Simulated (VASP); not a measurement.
# Tl in VASP: single point with PBE

Aim: the single point of Tl with PBE.

Everything below comes from runs of VASP 6.6.1. Logs are shortened: lines on timing, memory, paths and dates and some standing lists are left out, and cuts for length are marked.

### 1 The cell of the first run

The typed cell holds 1 atom: a = 3.528 Å, b = 3.528 Å, c = 3.531 Å, α = 119.98°, β = 119.98°, γ = 60.00°.

### 2 Single point, PBE

The input, INCAR:

```
SYSTEM = Tl
ALGO     = Normal         ! electronic algorithm
EDIFF    = 1E-6           ! SCF threshold, eV
ENCUT    = 520            ! plane-wave cutoff, eV
GGA      = PE             ! functional
ISIF     = 2              ! what is computed and relaxed
ISMEAR   = 0              ! smearing method
LASPH    = .TRUE.         ! aspherical terms in the spheres
LCHARG   = .TRUE.         ! write CHGCAR
LELF     = .TRUE.         ! ELF
LREAL    = .FALSE.        ! projectors in reciprocal space
LVHAR    = .TRUE.       
LWAVE    = .FALSE.        ! write WAVECAR
NBANDS   = 12             ! bands
NELM     = 100            ! most SCF steps
PREC     = Accurate       ! precision mode
SIGMA    = 0.1            ! smearing width, eV
```

The input, KPOINTS:

```
k-points
0
G
  20 20 20
  0 0 0
```

The input, POSCAR:

```
Tl
1.0
    3.0528347615     -1.7641356867     -0.1291715439
    3.0528347615      1.7641356867     -0.1291715439
   -1.9134666318      0.0000000000      2.9677203948
Tl
1
Direct
    0.0000000000      0.0000000000      0.5000000000
```

Potentials or basis: VASP PAW PBE potentials, release 64 (Tl_d).

Launch:

```
$ cat potpaw_PBE.64/Tl_d/POTCAR > POTCAR
$ mpirun -np 1 vasp_std > vasp.out
```

OUTCAR:

```text
SYSTEM = Tl
   EDIFF = 1E-6
   ENCUT = 520
   GGA = PE
   ISIF = 2
   ISMEAR = 0
   LASPH = .TRUE.
   LREAL = .FALSE.
   NELM = 100
   PREC = Accurate

 ion  position               nearest neighbor table
   1  0.000  0.000  0.500-

  LATTYP: Found a base centered monoclinic cell.
 ALAT       =     6.1111325853
 B/A-ratio  =     0.5773514687
 C/A-ratio  =     0.5778155307
 COS(beta)  =    -0.5769334747

  Lattice vectors:

 A1 = (   3.0528347615,  -1.7641356867,  -0.1291715439)
 A2 = (   3.0528347615,   1.7641356867,  -0.1291715439)
 A3 = (  -1.9134666318,   0.0000000000,   2.9677203948)

Analysis of symmetry for initial positions (statically):
=====================================================================
 Subroutine PRICEL returns:
 Original cell was already a primitive cell.

 Routine SETGRP: Setting up the symmetry group for a
 base centered monoclinic supercell.

 Subroutine GETGRP returns: Found  4 space group operations
 (whereof  4 operations were pure point group operations)
 out of a pool of  4 trial point group operations.

The static configuration has the point symmetry C_2h.

Analysis of symmetry for dynamics (positions and initial velocities):
=====================================================================
 Subroutine PRICEL returns:
 Original cell was already a primitive cell.

 Routine SETGRP: Setting up the symmetry group for a
 base centered monoclinic supercell.

 Subroutine GETGRP returns: Found  4 space group operations
 (whereof  4 operations were pure point group operations)
 out of a pool of  4 trial point group operations.

The dynamic configuration has the point symmetry C_2h.

 Subroutine INISYM returns: Found  4 space group operations
 (whereof  4 operations are pure point group operations),
 and found     1 'primitive' translations

----------------------------------------------------------------------------------------

                                     Primitive cell

  volume of cell :      31.0939

  direct lattice vectors                    reciprocal lattice vectors
     3.052834762 -1.764135687 -0.129171544     0.168375671 -0.283424911  0.108561854
     3.052834762  1.764135687 -0.129171544     0.168375671  0.283424911  0.108561854
    -1.913466632  0.000000000  2.967720395     0.014657274  0.000000000  0.346409388

  length of vectors
     3.528265876  3.528265876  3.531107318     0.347081724  0.347081724  0.346719338

  position of ions in fractional coordinates (direct lattice)
     0.000000000  0.000000000  0.500000000

  ion indices of the primitive-cell ions
   primitive index   ion index
                 1           1

----------------------------------------------------------------------------------------

 KPOINTS: k-points

Automatic generation of k-mesh.
 Grid dimensions read from file:
 generate k-points for:   20   20   20

 Generating k-lattice:

  Cartesian coordinates                     Fractional coordinates (reciprocal lattice)
     0.008418784 -0.014171246  0.005428093     0.050000000 -0.000000000  0.000000000
     0.008418784  0.014171246  0.005428093    -0.000000000  0.050000000  0.000000000
     0.000732864  0.000000000  0.017320469     0.000000000  0.000000000  0.050000000

  Length of vectors
     0.017354086  0.017354086  0.017335967

  Shift w.r.t. Gamma in fractional coordinates (k-lattice)
     0.000000000  0.000000000  0.000000000

 Subroutine IBZKPT returns following result:
 ===========================================

 Found   2112 irreducible k-points:

 Following reciprocal coordinates:
            Coordinates               Weight
  0.000000  0.000000  0.000000      1.000000
  0.050000  0.000000  0.000000      4.000000
  0.100000  0.000000 -0.000000      4.000000
  0.150000  0.000000 -0.000000      4.000000
  0.200000  0.000000 -0.000000      4.000000
  0.250000  0.000000  0.000000      4.000000
[... 16 lines left out ...]
 -0.400000  0.050000  0.000000      4.000000
 -0.350000  0.050000  0.000000      4.000000
 [... further k-points ...]
   k-points           NKPTS =   2112   k-points in BZ     NKDIM =   2112   number of bands    NBANDS=     12
   number of dos      NEDOS =    301   number of ions     NIONS =      1
   total plane-waves  NPLWV =  21952
   dimension x,y,z NGX =    28 NGY =   28 NGZ =   28
   dimension x,y,z NGXF=    56 NGYF=   56 NGZF=   56
   ions per type =               1
   NGX,Y,Z   is equivalent  to a cutoff of  13.19, 13.19, 13.18 a.u.
   NGXF,Y,Z  is equivalent  to a cutoff of  26.39, 26.39, 26.37 a.u.
 SYSTEM =  Tl
   PREC   = accura    normal or accurate (medium, high low for compatibility)
   ISTART =      0    job   : 0-new  1-cont  2-samecut
   ICHARG =      2    charge: 1-file 2-atom 10-const
   ISPIN  =      1    spin polarized calculation?
   LNONCOLLINEAR =      F non collinear calculations
   LSORBIT =      F    spin-orbit coupling
   LASPH  =      T    aspherical Exc in radial PAW
   ENCUT  =  520.0 eV  38.22 Ry    6.18 a.u.   6.56  6.56  6.57*2*pi/ulx,y,z
   NELM   =    100;   NELMIN=  2; NELMDL= -5     # of ELM steps
   EDIFF  = 0.1E-05   stopping-criterion for ELM
   LREAL  =      F    real-space projection
   EDIFFG = 0.1E-04   stopping-criterion for IOM
   NSW    =      0    number of steps for IOM
   IBRION =     -1    ionic relax: 0-MD 1-quasi-New 2-CG
   NFREE  =      0    steps in history (QN), initial steepest desc. (CG)
   ISIF   =      2    stress and relaxation
   ISYM   =      2    0-nonsym 1-usesym 2-fastsym
   POTIM  = 0.5000    time-step for ionic-motion
   TEBEG  =    0.0;   TEEND  =   0.0 temperature during run
   PSTRESS=    0.0 pullay stress
   NELECT =      13.0000    total number of electrons
   NUPDOWN=      -1.0000    fix difference up-down
   EMIN   =  10.00;   EMAX   =-10.00  energy-range for DOS
   EFERMI =   0.00;   METHOD = LEGACY
   ISMEAR =     0;   SIGMA  =   0.10  broadening in eV -4-tet -1-fermi 0-gaus
   EFERMI_NEDOS =   21; number of points for ismear=-14 and -15
   IALGO  =     38    algorithm
   IMIX   =      4    mixing-type and parameters
     AMIX     =   0.40;   BMIX     =  1.00
     AMIX_MAG =   1.60;   BMIX_MAG =  1.00
  volume/ion in A,a.u.               =      31.09       209.83
  Fermi-wavevector in a.u.,A,eV,Ry     =   1.224139  2.313287 20.388552  1.498516
  Thomas-Fermi vector in A             =   2.359224
   LORBIT       =      0    0 simple, 1 ext, 2 COOP (PROOUT), +10 PAW based schemes
   GGA     = PE    functional components
   LHFCALC =     F    Hartree Fock is set to
   AEXX    =    0.0000 exact exchange contribution
   IVDW    =     0    specifies the selected vdW correction
   LEPSILON=     F    determine dielectric tensor
   LRPA    =     F    only Hartree local field effects (RPA)
 non-spin polarized calculation
 Gauss-broadening in eV      SIGMA  =   0.10
  energy-cutoff  :      520.00
  volume of cell :       31.09
 maximum number of plane-waves:       871
   NGX = 13   NGY = 13   NGZ = 13

 number of electron      13.0000002 magnetization

 Free energy of the ion-electron system (eV)
  ---------------------------------------------------
  ext. energy  EPLUGINS =         0.00000000
  ---------------------------------------------------
  free energy    TOTEN  =        -2.20834867 eV

  energy without entropy =       -2.20540905  energy(sigma->0) =       -2.20687886

 E-fermi :   5.6805     XC(G=0):  -9.7792

 val. band max:        5.6800291743   @ k =   0.3500   0.3500   0.3000
 cond. band min:       5.6819905020   @ k =  -0.3500   0.3000   0.3500
 fundamental gap:      0.0019613277
 Fermi energy:         5.6805467852

 k-point     1 :       0.0000    0.0000    0.0000
  band No.  band energies     occupation
      1      -5.7832      2.00000
      2      -5.7813      2.00000
      3      -5.7813      2.00000
      4      -5.5600      2.00000
      5      -5.5600      2.00000
      6      -3.7685      2.00000
      7      15.2852      0.00000
      8      15.3133      0.00000
      9      15.3140      0.00000
     10      16.5529      0.00000
     11      19.0484      0.00000
     12      20.0386      0.00000

 k-point     2 :       0.0500    0.0000    0.0000
  band No.  band energies     occupation
      1      -5.7828      2.00000
      2      -5.7773      2.00000
      3      -5.7756      2.00000
      4      -5.5610      2.00000
      5      -5.5609      2.00000
      6      -3.7191      2.00000
      7      14.6427      0.00000
      8      15.2291      0.00000
      9      15.2536      0.00000
     10      16.4807      0.00000
     11      19.3197      0.00000
     12      20.1466      0.00000

 k-point     3 :       0.1000    0.0000   -0.0000
  band No.  band energies     occupation
      1      -5.7874      2.00000
      2      -5.7622      2.00000
      3      -5.7603      2.00000
      4      -5.5621      2.00000
      5      -5.5620      2.00000
      6      -3.5694      2.00000
      7      13.2348      0.00000
      8      15.0645      0.00000
      9      15.0874      0.00000
     10      16.3966      0.00000
     11      19.6495      0.00000
     12      20.4481      0.00000

 k-point     4 :       0.1500    0.0000   -0.0000
  band No.  band energies     occupation
      1      -5.7974      2.00000
      2      -5.7437      2.00000
      3      -5.7416      2.00000
      4      -5.5586      2.00000
      5      -5.5585      2.00000
      6      -3.3166      2.00000
      7      11.6545      0.00000
      8      14.8258      0.00000
      9      14.8463      0.00000
     10      16.3183      0.00000
     11      19.6749      0.00000
     12      20.6287      0.00000

 k-point     5 :       0.2000    0.0000   -0.0000
  band No.  band energies     occupation
      1      -5.8140      2.00000
      2      -5.7309      2.00000
      3      -5.7286      2.00000
      4      -5.5429      2.00000
      5      -5.5428      2.00000
      6      -2.9588      2.00000
      7      10.0709      0.00000
      8      14.5463      0.00000
      9      14.5643      0.00000
     10      16.2438      0.00000
     11      19.1761      0.00000
     12      20.1221      0.00000
[... 228 lines left out ...]
      1      -5.9140      2.00000
      2      -5.7737      2.00000
      3      -5.7623      2.00000
      4      -5.3724      2.00000
      5      -5.3578      2.00000
      6       0.3831      2.00000
      7       3.2637      2.00000
      8      12.9582      0.00000
      9      13.2237      0.00000
     10      15.7591      0.00000
     11      17.7216      0.00000
     12      18.8313      0.00000

 k-point    22 :      -0.4500    0.0500   -0.0000
  band No.  band energies     occupation
      1      -5.9122      2.00000
      2      -5.7717      2.00000
      3      -5.7626      2.00000
      4      -5.3688      2.00000
      5      -5.3671      2.00000
      6       0.2705      2.00000
      7       3.4098      2.00000
      8      12.8434      0.00000
      9      13.3734      0.00000
     10      15.8127      0.00000
     11      17.6572      0.00000
     12      18.7331      0.00000

 k-point    23 :      -0.4000    0.0500    0.0000
  band No.  band energies     occupation
      1      -5.9020      2.00000
      2      -5.7644      2.00000
      3      -5.7573      2.00000
      4      -5.3951      2.00000
      5      -5.3786      2.00000
      6      -0.3189      2.00000
      7       4.2337      2.00000
      8      12.8113      0.00000
      9      13.6064      0.00000
     10      15.9314      0.00000
     11      17.6436      0.00000
     12      18.7108      0.00000

 k-point    24 :      -0.3500    0.0500    0.0000
  band No.  band energies     occupation
      1      -5.8848      2.00000
      2      -5.7531      2.00000
      3      -5.7475      2.00000
      4      -5.4341      2.00000
      5      -5.4042      2.00000
      6      -1.0185      2.00000
      7       5.3669      1.99999
      8      12.8610      0.00000
      9      13.9097      0.00000
     10      16.0973      0.00000
     11      17.7022      0.00000
     12      18.7686      0.00000

 [... further k-points ...]
[... 5 lines left out ...]
  --------------------------------------------------------------------------------------
  -------------------------------------------------------------------------------------
  Total       -0.0108873     -0.0108480     -0.0151017      0.0000000      0.0000000     -0.0001127
  in kB       -0.5609925     -0.5589652     -0.7781456      0.0000000      0.0000000     -0.0058051
  external PRESSURE =      -0.6327011 kB  Pullay stress =       0.0000000 kB

 VOLUME and BASIS-vectors are now :
 -----------------------------------------------------------------------------
  energy-cutoff  :      520.00
  volume of cell :       31.09
      direct lattice vectors                 reciprocal lattice vectors
     3.052834762 -1.764135687 -0.129171544     0.168375671 -0.283424911  0.108561854
     3.052834762  1.764135687 -0.129171544     0.168375671  0.283424911  0.108561854
    -1.913466632  0.000000000  2.967720395     0.014657274  0.000000000  0.346409388

 POSITION                                       TOTAL-FORCE (eV/Angst)
 -----------------------------------------------------------------------------------
     -0.95673      0.00000      1.48386         0.000000      0.000000      0.000000
 -----------------------------------------------------------------------------------
    total drift:                               -0.000000      0.000000      0.000000

  FREE ENERGIE OF THE ION-ELECTRON SYSTEM (eV)
  ---------------------------------------------------
  free  energy   TOTEN  =        -2.2083486687 eV

  energy  without entropy=       -2.2054090463  energy(sigma->0) =       -2.20687886
```

It took 8.9 min on 1 thread of Intel Xeon Platinum 8259CL at 2.50GHz (Skylake/Cascade Lake), shared host; peak memory 0.81 GiB.

Results:

- Free energy: -2.2083 eV
- Pressure: -0.1 GPa

Caveat: spin-orbit coupling is left out, which moves the levels of the heavy elements.
